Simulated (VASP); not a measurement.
Set up this calculation in VASP 6.6.1, as the native input.

| Property | Result |
| --- | --- |
| Task | single point |
| Functional | PBEsol |
| Dispersion | D3(BJ) |
| Potentials or basis | VASP PAW PBE potentials, release 64 (Ta_sv_GW, N) |
| Cutoff | 700 eV |
| k mesh | 10 × 10 × 10 |
| Occupations | fermi-dirac, width 0.05 eV |
| Spin | no spin polarisation |
| Dipole correction | no |
| Further INCAR settings | ALGO = Normal; EDIFF = 1e-06; NBANDS = 16 |

The structure of TaN lies in POSCAR:

```
TaN
1.0
    0.0000000000      2.1728625593      2.1728625593
    2.1728625593      0.0000000000      2.1728625593
    2.1728625593      2.1728625593      0.0000000000
Ta N
1 1
Direct
    0.5000000000      0.5000000000      0.5000000000
    0.0000000000      0.0000000000      0.0000000000
```

These files were run (other wordings do the same):

INCAR

```
ALGO = Normal
EDIFF = 1E-6
ENCUT = 700
GGA = PS
GGA_COMPAT = F
ISIF = 2
ISMEAR = -1
IVDW = 12
LASPH = T
LCHARG = F
LREAL = F
LWAVE = F
NBANDS = 16
NELM = 120
PREC = Accurate
SIGMA = 0.05
```

KPOINTS

```
k-points
0
Gamma
  10 10 10
```

Potentials or basis: VASP PAW PBE potentials, release 64 (Ta_sv_GW, N).

Run with:

```bash
$ cat potpaw_PBE.64/Ta_sv_GW/POTCAR potpaw_PBE.64/N/POTCAR > POTCAR
$ mpirun -np 1 vasp_std > vasp.out
```

Results of the run:

```json
{"Pressure": "0.1 GPa", "Band gap on the k mesh": "zero (bands 9 and 10 overlap by 4.25 eV)", "Dispersion energy per atom": "-0.483 eV"}
```

Caveat: the PAW data sets were made with another functional, which shifts forces and pressure a little; spin-orbit coupling is left out, which moves the levels of the heavy elements.

Run time: 13 s on 1 thread of Intel(R) Xeon(R) 6975P-C (Granite Rapids), on a shared host, peak memory 0.19 GiB.
